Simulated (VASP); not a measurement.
Crystal: BaW2.

```
CELL_PARAMETERS angstrom
0.00000 4.05595 4.05595
4.05595 0.00000 4.05595
4.05595 4.05595 0.00000
ATOMIC_POSITIONS crystal
Ba 0.50000 0.50000 0.50000
Ba 0.75000 0.75000 0.75000
W 0.12500 0.12500 0.12500
W 0.62500 0.12500 0.12500
W 0.12500 0.12500 0.62500
W 0.12500 0.62500 0.12500
```

| Item | Value |
| --- | --- |
| Program | VASP 6.6.1 |
| Task | relaxation of cell and atoms |
| Functional | PBE |
| Potentials or basis | VASP PAW PBE potentials, release 64 (Ba_sv, W_sv) |
| Cutoff | 600 eV |
| k mesh | 8 × 8 × 8 |
| Occupations | gaussian, width 0.1 eV |
| Spin | no spin polarisation |

At the start: pressure 2.0 GPa; volume 22.24 Å³/atom.

**Question.** How do energy, volume and symmetry change on relaxing?

**Answer.** Over 3 steps the energy falls by 2.4 meV/atom and the volume is 22.63 Å³/atom (+1.8 %); space group Fd-3m (No. 227, to 0.1 Å) before and after.

Step by step:
```tsv
step	energy change (eV)	largest force (eV/Å)	pressure (GPa)	volume (Å³)
1	0.0000	0.0000	2.03	133.45
2	0.0101	0.0000	-2.43	138.97
3	-0.0147	0.0000	0.01	135.80
```

Final structure:
```xyz
6
Lattice="0.0000 4.0797 4.0797 4.0797 0.0000 4.0797 4.0797 4.0797 0.0000" Properties=species:S:1:pos:R:3 pbc="T T T"
Ba    4.0797    4.0797    4.0797
Ba    6.1195    6.1195    6.1195
W     1.0199    1.0199    1.0199
W     1.0199    3.0598    3.0598
W     3.0598    3.0598    1.0199
W     3.0598    1.0199    3.0598
```
